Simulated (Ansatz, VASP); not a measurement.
## CaTi in VASP and in Ansatz

Contents of INCAR:

```
SYSTEM = CaTi
PREC = Accurate
ENCUT = 500
EDIFF = 1E-7
ISMEAR = 0
SIGMA = 0.1
LREAL = .FALSE.
LASPH = .TRUE.
NELM = 120
ALGO = Normal
ISIF = 3
LWAVE = .FALSE.
LCHARG = .FALSE.
GGA = PE
IBRION = 2
NSW = 90
EDIFFG = -0.04
GGA_COMPAT = .FALSE.
NELMIN = 4
```

KPOINTS

```
Automatic mesh
0
G
  6 6 4
  0 0 0
```

POSCAR

```
CaTi
1.0
    3.2438008607      0.0000000000      0.0000000000
    0.0000000000      3.2438008607      0.0000000000
    0.0000000000      0.0000000000      4.2516961281
Ca Ti
1 1
Direct
    0.5000000000      0.5000000000      0.5000000000
    0.0000000000      0.0000000000      0.0000000000
```

Input for Ansatz:

```yaml
crystal:
  lattice:
    - [3.2438008607, 0.0, 0.0]
    - [0.0, 3.2438008607, 0.0]
    - [0.0, 0.0, 4.2516961281]
  atoms:
    - { symbol: Ca, position: [0.5, 0.5, 0.5] }
    - { symbol: Ti, position: [0.0, 0.0, 0.0] }
basis:
  ecutwfc: 420
kpoints:
  mp_grid: { grid: [6, 6, 4] }
hamiltonian:
  xc: pbe
scf:
  occupations: { method: gaussian, width: 0.1 }
  lower_state_search: "off"
output:
  forces: true
  stress: true
  eigenvalues: true
relax:
  adjacent_minimum: "off"
  f_tol: 0.04
  max_steps: 70
  cell: { stress_tol: 0.4 }
```

Alike in both runs: task relaxation of cell and atoms; functional PBE; k mesh 6 × 6 × 4; occupations gaussian, width 0.1 eV; no spin polarisation.

```csv
,VASP,Ansatz
version,VASP 6.6.1,Ansatz 0.2.0
potentials or method,"VASP PAW PBE potentials, release 64 (Ca_sv, Ti_sv), cutoff 500 eV","scalar-relativistic, plane waves, PAW"
valence electrons in the cell,22,22
```

VASP gave:

```
gap on the k mesh at the Fermi level, each at its own relaxed structure (eV) : none
relaxed volume (Å³/atom)                                                     : 25.57
relaxed cell length with the largest relative difference (Å)                 : 5.066
```

**Question.** Estimate Ansatz's values.

**Answer.** gap on the k mesh at the Fermi level, each at its own relaxed structure (eV): none; relaxed volume (Å³/atom): 25.47; relaxed cell length with the largest relative difference (Å): 5.056.

A gap of «none» marks a metal or a gap that the smearing closes.

The k mesh is coarse, so the values compare programs but aren't converged.
